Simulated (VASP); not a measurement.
Wanted: the native input for a VASP 6.6.1 run.

* Task: single point
* Functional: PBE
* Potentials or basis: VASP PAW PBE potentials, release 64 (Li_sv, Si, N)
* Cutoff: 520 eV
* k mesh: 4 × 4 × 4
* Occupations: gaussian, width 0.1 eV
* Spin: no spin polarisation
* Dipole correction: no
* Further INCAR settings: ALGO = Normal; EDIFF = 1e-06; NBANDS = 20

The structure of Li4SiN lies in POSCAR:

```
Li4SiN
1.0
    0.0000000000      3.9349274593      3.9349274593
    3.9349274593      0.0000000000      3.9349274593
    3.9349274593      3.9349274593      0.0000000000
Li Si N
4 1 1
Direct
    0.1281350845      0.1281350845      0.1281350845
    0.1281350845      0.1281350845      0.6155947466
    0.1281350845      0.6155947466      0.1281350845
    0.6155947466      0.1281350845      0.1281350845
    0.7500000000      0.7500000000      0.7500000000
    0.0000000000      0.0000000000      0.0000000000
```

The cell was generated, and may not be a known phase.

One way to write it, as run:

INCAR

```
PREC = Accurate
ENCUT = 520
EDIFF = 1E-6
ISMEAR = 0
SIGMA = 0.1
LREAL = F
LASPH = T
NELM = 80
ALGO = Normal
ISIF = 2
LWAVE = F
LCHARG = F
GGA = PE
NBANDS = 20
```

KPOINTS

```
regular mesh
0
Gamma
  4 4 4
```

Potentials or basis: VASP PAW PBE potentials, release 64 (Li_sv, Si, N).

Run with:

```console
$ cat potpaw_PBE.64/Li_sv/POTCAR potpaw_PBE.64/Si/POTCAR potpaw_PBE.64/N/POTCAR > POTCAR
$ mpirun -np 1 vasp_std > vasp.out
```

Results of the run:

| Quantity | Value |
| --- | --- |
| Largest force | 0.044 eV/Å |
| Band gap on the k mesh | zero (an odd number of electrons rules out a gap without spin polarisation) |

Wall time 38 s on 1 thread of Intel(R) Xeon(R) Platinum 8259CL CPU @ 2.50GHz (Skylake/Cascade Lake), with other jobs on the host, peak memory 0.25 GiB.
